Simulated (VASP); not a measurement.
Runs of VASP 6.6.1 on Ni. It takes space group Fm-3m (No. 225, cubic). The conventional cell has a = 3.545 Å, b = 3.545 Å, c = 3.545 Å, α = 90.00°, β = 90.00°, γ = 90.00°. Ni (site symmetry m-3m) has 12 Ni at 2.51 Å within 3.3 Å. 

```csv
fixed moment (μB),pressure (GPa),moment (μB)
1.46,6.1,1.46
0.24,(b),0.24
-,-4.0,0.65
0.97,(a),0.97
1.7,11.4,1.70
0.73,-3.6,0.73
1.22,1.9,1.22
```

Alike in all rows: task single point; level PBE; potentials or basis VASP PAW PBE potentials, release 64 (Ni); spin collinear, ferromagnetic start; cell as given; k mesh 15 × 15 × 15; cutoff (eV) 520; smearing fermi-dirac 0.05 eV.

**Question.** Fill in the values left out.

**Answer.** (a) -1.4; (b) -5.1.

Caveats: the total moment is fixed, so each spin has its own Fermi level (some runs).
